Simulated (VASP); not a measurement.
Runs of VASP 6.6.1 on Tl. The structure is that of space group Fm-3m (No. 225), or close to it. The cells are those of the table. 

```csv
cell,k mesh,gap on the mesh (eV),pressure (GPa)
"a = 3.580, b = 3.570, c = 3.595 Å, angles 59.6, 59.8, 59.7°, 1 atom",12 × 12 × 12,none,-3.4
"a = 3.399 Å, angles 60.0°, 1 atom",14 × 14 × 14,none,(a)
"a = 3.383 Å, angles 60.0°, 1 atom",14 × 14 × 14,none,1.4
"a = 3.497 Å, angles 60.0°, 1 atom",14 × 14 × 14,none,-2.0
"a = 3.435 Å, angles 60.0°, 1 atom",14 × 14 × 14,none,-0.4
"a = 3.357 Å, angles 60.0°, 1 atom",14 × 14 × 14,none,(b)
```

Alike in all rows: task single point; level PBEsol; potentials or basis VASP PAW PBE potentials, release 64 (Tl_d); no spin polarisation; cutoff (eV) 520; smearing gaussian 0.1 eV.

**Question.** Fill in the values left out.

**Answer.** (a) 0.8; (b) 2.5.

Caveats: the PAW data sets were made with another functional, which shifts forces and pressure a little; spin-orbit coupling is left out, which moves the levels of the heavy elements.

A k mesh can miss the band edges, and the runs leave out spin-orbit coupling on Tl.

A gap of «none» marks levels without a gap at the run's occupations.
